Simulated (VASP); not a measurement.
Set up this calculation in VASP 6.6.1, as the native input.

```
Task                   : single point
Functional             : PBE
Potentials or basis    : VASP PAW PBE potentials, release 64 (Si, C)
Cutoff                 : 520 eV
k mesh                 : 9 × 5 × 1
Occupations            : gaussian, width 0.05 eV
Spin                   : collinear spin
Starting moments       : [0.0, 0.0, 0.0, 0.0, 2.0, 0.0, 0.0, 0.0, 0.0] μB
Dipole correction      : yes
Further INCAR settings : ALGO = Normal; EDIFF = 1e-06; NBANDS = 32
```

The structure of Si5C4 lies in POSCAR:

```
Si5C4
1.0
    3.0920147377      0.0000000000      0.0000000000
    0.0000000000      5.0738209500      0.0000000000
    0.0000000000      0.0000000000     18.9686852044
Si C
5 4
Direct
    0.0000000000      0.9954360498      0.2108738669
    0.5000000000      0.4954360498      0.2579297257
    0.5000000000      0.9936729075      0.3565277077
    0.0000000000      0.4650510040      0.3853429996
    0.5000000000      0.4571536666      0.4983491694
    0.0000000000      0.6195639502      0.2108738669
    0.5000000000      0.1195639502      0.2579297257
    0.5000000000      0.6250368441      0.3569005348
    0.0000000000      0.1238203333      0.3937376325
```

One way to write it, as run:

INCAR

```
ALGO = Normal
DIPOL = 0.5 0.5 0.325
EDIFF = 1E-6
ENCUT = 520
GGA = PE
IDIPOL = 3
ISIF = 2
ISMEAR = 0
ISPIN = 2
LASPH = T
LCHARG = F
LDIPOL = T
LORBIT = 11
LREAL = F
LWAVE = F
MAGMOM = 0 0 0 0 2 0 0 0 0
NBANDS = 32
NELM = 150
PREC = Accurate
SIGMA = 0.05
```

KPOINTS

```
k-points
0
Gamma
  9 5 1
```

Potentials or basis: VASP PAW PBE potentials, release 64 (Si, C).

Run with:

```bash
$ cat potpaw_PBE.64/Si/POTCAR potpaw_PBE.64/C/POTCAR > POTCAR
$ mpirun -np 1 vasp_std > vasp.out
```

Results of the run:

```json
{
  "Largest force": "2.790 eV/Å",
  "Band gap on the k mesh": "0.20 eV, indirect (least direct gap 0.46 eV)",
  "Net moment": "0.00 μB per cell",
  "Valence electrons inside the program's atomic spheres": "Si 1.61, 1.64, 1.68, 1.74, 1.49; C 2.39, 2.48, 2.55, 2.53"
}
```

Wall time 13 min on 1 thread of Intel(R) Xeon(R) Platinum 8259CL CPU @ 2.50GHz (Skylake/Cascade Lake), on a shared host, peak memory 0.55 GiB.
